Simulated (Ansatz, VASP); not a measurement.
Given: the input of a run of VASP 6.6.1 on GaN.

The input POSCAR:

```
GaN
1.0
    5.2303800000      0.0000000000      0.0000000000
   -2.6151900000      4.5296400000      0.0000000000
    0.0000000000      0.0000000000      3.3901000000
Ga N
1 1
Direct
    0.0000000000      0.0000000000      0.5000000000
    0.0000000000      0.0000000000      0.0000000000
```

The input INCAR.step1:

```
SYSTEM = GaN
PREC = Accurate
ENCUT = 600
EDIFF = 1E-5
ISMEAR = -1
SIGMA = 0.05
LREAL = .False.
LASPH = .True.
NELM = 100
ALGO = Normal
LWAVE = .True.
LCHARG = .False.
GGA = PE
NBANDS = 16
```

Contents of INCAR.step2:

```
SYSTEM = GaN
PREC = Accurate
ENCUT = 600
EDIFF = 1E-6
ISMEAR = -1
SIGMA = 0.05
LREAL = .False.
LASPH = .True.
NELM = 100
ALGO = Normal
ISIF = 3
LWAVE = .False.
LCHARG = .False.
GGA = PE
LHFCALC = .True.
AEXX = 0.25
PRECFOCK = Normal
IBRION = 2
NSW = 60
EDIFFG = -0.01
ISTART = 1
```

The input KPOINTS:

```
Automatic mesh
0
Gamma
  3 3 4
  0 0 0
```

Potentials or basis: VASP PAW PBE potentials, release 64 (Ga_d, N).

Command:

```bash
$ cat potpaw_PBE.64/Ga_d/POTCAR potpaw_PBE.64/N/POTCAR > POTCAR
$ cp INCAR.step1 INCAR
$ mpirun -np 1 vasp_std > vasp.out
$ cp INCAR.step2 INCAR
$ mpirun -np 1 vasp_std > vasp.out
```

Task: Translate it to Ansatz 0.2.0. Potentials there: Ansatz PAW.

Result: As run (the cutoff follows the program's own potentials):

Contents of input:

```
crystal:
  lattice:
    - [5.23038, 0.0, 0.0]
    - [-2.61519, 4.52964, 0.0]
    - [0.0, 0.0, 3.3901]
  atoms:
    - { symbol: Ga, position: [0.0, 0.0, 0.5] }
    - { symbol: "N", position: [0.0, 0.0, 0.0] }
hamiltonian:
  xc: pbe0
  pseudopotentials: { kind: paw }
kpoints:
  mp_grid: { grid: [3, 3, 4] }
scf:
  occupations: { method: fermi_dirac, width: 0.05 }
output:
  forces: true
  stress: true
  eigenvalues: true
relax:
  f_tol: 0.01
  max_steps: 40
  cell: { stress_tol: 0.05 }
```

Both were run:

|  | VASP | Ansatz | Ansatz less VASP |
| --- | --- | --- | --- |
| gap on the k mesh at the Fermi level, each at its own relaxed structure (eV) | 3.25 | 3.30 | +0.049 |
| relaxed volume (Å³/atom) | 39.79 | 43.15 | +3.353 |
| relaxed cell length with the largest relative difference (Å) | 5.230 | 5.440 | +0.2099 |

One of these differences is far larger than is usual between the two programs; its cause wasn't traced.

The k mesh is coarse, so the values compare programs but aren't converged. Noted on Ansatz's run: odd divisions of the mesh miss points on the zone boundary, where band edges often lie, so the gap on the mesh can be too wide; the plane-wave basis is chosen anew once the cell has moved, so the energies of steps on either side of that aren't comparable.
